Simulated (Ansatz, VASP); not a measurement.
## Ca: VASP beside Ansatz

The input INCAR:

```
SYSTEM = Ca
ALGO = Normal ; EDIFF = 1E-7
ENCUT = 520 ; GGA = PS
ISIF = 2 ; ISMEAR = -1
LASPH = .True. ; LCHARG = .False.
LREAL = .False. ; LWAVE = .False.
NBANDS = 28 ; NELM = 60
PREC = Accurate ; SIGMA = 0.1
```

KPOINTS

```
k-points
0
Gamma
  11 11 3
  0 0 0
```

The input POSCAR:

```
Ca
1.0
    4.0030239330      0.0000000000      0.0000000000
   -2.0015119665      3.4667204179      0.0000000000
    0.0000000000      0.0000000000     13.1429282484
Ca
4
Direct
    1.0000000000      0.0000000000      1.0000000000
    1.0000000000      0.0000000000      0.5000000000
    0.3333333333      0.6666666667      0.2500000000
    0.6666666667      0.3333333333      0.7500000000
```

Input for Ansatz:

```yaml
crystal:
  lattice:
    - [4.003023933, 0.0, 0.0]
    - [-2.0015119665, 3.4667204179, 0.0]
    - [0.0, 0.0, 13.1429282484]
  atoms:
    - { symbol: Ca, position: [1.0, 0.0, 1.0] }
    - { symbol: Ca, position: [1.0, 0.0, 0.5] }
    - { symbol: Ca, position: [0.3333333333, 0.6666666667, 0.25] }
    - { symbol: Ca, position: [0.6666666667, 0.3333333333, 0.75] }
hamiltonian:
  xc: pbesol
  pseudopotentials:
    kind: paw
    azcp:
      Ca: "pseudopotentials/Ca.paw.azcp"
basis:
  ecutwfc: 420
  fft_grid_basis: typed
kpoints:
  mp_grid: { grid: [11, 11, 3], shift: [0, 0, 0] }
magnetization:
  spin_polarized: false
scf:
  occupations: { method: fermi_dirac, width: 0.1 }
  lower_state_search: "off"
output:
  stress: true
```

Alike in both runs: task single point; functional PBEsol; k mesh 11 × 11 × 3; occupations fermi-dirac, width 0.1 eV; no spin polarisation.

```csv
,VASP,Ansatz
version,VASP 6.6.1,Ansatz 0.2.0
potentials or method,"VASP PAW PBE potentials, release 64 (Ca_sv), cutoff 520 eV","plane waves (420 eV) with PAW, scalar-relativistic"
valence electrons in the cell,40,40
```

|  | VASP | Ansatz | Ansatz less VASP |
| --- | --- | --- | --- |
| pressure (GPa) | -1.7 | -1.7 | -0.01 |
| traceless stress, the component that is largest in VASP (GPa) | -0.05 | -0.05 | -0.001 |

VASP's potentials were made for PBE, not for PBEsol, and Ansatz warns of the same on its side.
